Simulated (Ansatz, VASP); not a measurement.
# Two plane-wave programs on Mo

```xyz
1
Lattice="0.0000 2.0010 2.0010 2.0010 0.0000 2.0010 2.0010 2.0010 0.0000" Properties=species:S:1:pos:R:3 pbc="T T T"
Mo    0.0000    0.0000    0.0000
```

Alike in both runs: task electric field gradients; functional PBE; k mesh 18 × 18 × 18; occupations fermi-dirac, width 0.05 eV; no spin polarisation.

|  | VASP | Ansatz |
| --- | --- | --- |
| version | VASP 6.6.1 | Ansatz 0.2.0 |
| potentials or method | VASP PAW PBE potentials, release 64 (Mo_sv) | PAW with Ansatz's default frozen-core files, scalar-relativistic |
| plane-wave cutoff (eV) | 520 | 420 |
| valence electrons in the cell | 14 | 14 |

```tsv
	VASP	Ansatz	Ansatz less VASP
pressure (GPa)	0.5	0.0	-0.47
```
